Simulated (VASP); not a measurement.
Al:

```xyz
1
Lattice="0.0000 2.0248 2.0248 2.0248 0.0000 2.0248 2.0248 2.0248 0.0000" Properties=species:S:1:pos:R:3 pbc="T T T"
Al    0.0000    0.0000    0.0000
```

```yaml
Program: VASP 6.6.1
Task: relaxation of cell and atoms
Functional: r2SCAN
Potentials_or_basis: VASP PAW PBE potentials, release 64 (Al)
Cutoff: 600 eV
k_mesh: 18 × 18 × 18
Occupations: gaussian, width 0.1 eV
Spin: no spin polarisation
```

At the start: pressure -3.9 GPa; volume 16.60 Å³/atom.

**Question.** How do energy, volume and symmetry change on relaxing?

**Answer.** Over 19 steps the energy falls by 9.7 meV/atom and the volume is 15.85 Å³/atom (-4.6 %); space group Fm-3m (No. 225, to 0.05 Å).

Step by step:
| step | energy change (eV) | largest force (eV/Å) | pressure (GPa) | volume (Å³) |
| --- | --- | --- | --- | --- |
| 1 | 0.0000 | 0.0000 | -3.87 | 16.60 |
| 2 | -0.0090 | 0.0000 | 1.15 | 15.66 |
| 3 | -0.0097 | 0.0000 | 0.03 | 15.84 |
| 4 | -0.0097 | 0.0000 | -0.03 | 15.86 |
| 5 | -0.0097 | 0.0000 | -0.05 | 15.86 |
| 6 | -0.0097 | 0.0000 | -0.05 | 15.86 |
| 7 | -0.0097 | 0.0000 | -0.05 | 15.86 |
| 8 | -0.0097 | 0.0000 | -0.05 | 15.86 |
| 9 | -0.0097 | 0.0000 | -0.05 | 15.86 |
| 10 | -0.0097 | 0.0000 | -0.05 | 15.86 |
| 11 | -0.0097 | 0.0000 | -0.05 | 15.86 |
| 12 | -0.0097 | 0.0000 | -0.05 | 15.86 |
| 13 | -0.0097 | 0.0000 | -0.05 | 15.86 |
| 14 | -0.0097 | 0.0000 | -0.05 | 15.86 |
| 15 | -0.0097 | 0.0000 | -0.05 | 15.86 |
| 16 | -0.0097 | 0.0000 | -0.04 | 15.86 |
| 17 | -0.0097 | 0.0000 | -0.04 | 15.85 |
| 18 | -0.0097 | 0.0000 | -0.03 | 15.85 |
| 19 | -0.0097 | 0.0000 | 0.00 | 15.85 |

Final structure:
```xyz
1
Lattice="0.0000 1.9936 1.9936 1.9936 0.0000 1.9936 1.9936 1.9936 0.0000" Properties=species:S:1:pos:R:3 pbc="T T T"
Al    1.9936    1.9936    0.0000
```

Caveat: the PAW data sets were made with another functional, which shifts forces and pressure a little.
